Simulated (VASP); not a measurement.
A run of VASP 6.6.1 is set up as follows.

INCAR

```
  ALGO = Fast
  EDIFF = 1E-6
  ENCUT = 520
  GGA = PE
  ISIF = 2
  ISMEAR = 0
  LASPH = T
  LCHARG = F
  LREAL = F
  LWAVE = F
  NBANDS = 32
  NELM = 60
  PREC = Accurate
  SIGMA = 0.1
```

The input KPOINTS:

```
k-points
0
Gamma
  4 4 4
```

Contents of POSCAR:

```
Cs4In
1.0
    6.6028809300      0.0000000000      0.0000000000
    0.0000000000      6.6028809300      0.0000000000
    0.0000000000      0.0000000000      6.6028809300
Cs In
4 1
Direct
    0.2437810800      0.7562189200      0.7562189200
    0.7562189200      0.2437810800      0.7562189200
    0.7562189200      0.7562189200      0.2437810800
    0.2437810800      0.2437810800      0.2437810800
    0.0000000000      0.0000000000      0.0000000000
```

Potentials or basis: VASP PAW PBE potentials, release 64 (Cs_sv, In_d).

Launch:

```console
$ cat potpaw_PBE.64/Cs_sv/POTCAR potpaw_PBE.64/In_d/POTCAR > POTCAR
$ mpirun -np 1 vasp_std > vasp.out
```

(1) Predict the band gap on the k mesh.

(2) Predict the largest force.

Answers

(1) zero (an odd number of electrons rules out a gap without spin polarisation).

(2) 3.749 eV/Å.

Caveat: spin-orbit coupling is left out, which moves the levels of the heavy elements; forces of over 1 eV/Å act on the atoms, so gaps and moduli don't describe the material at rest.
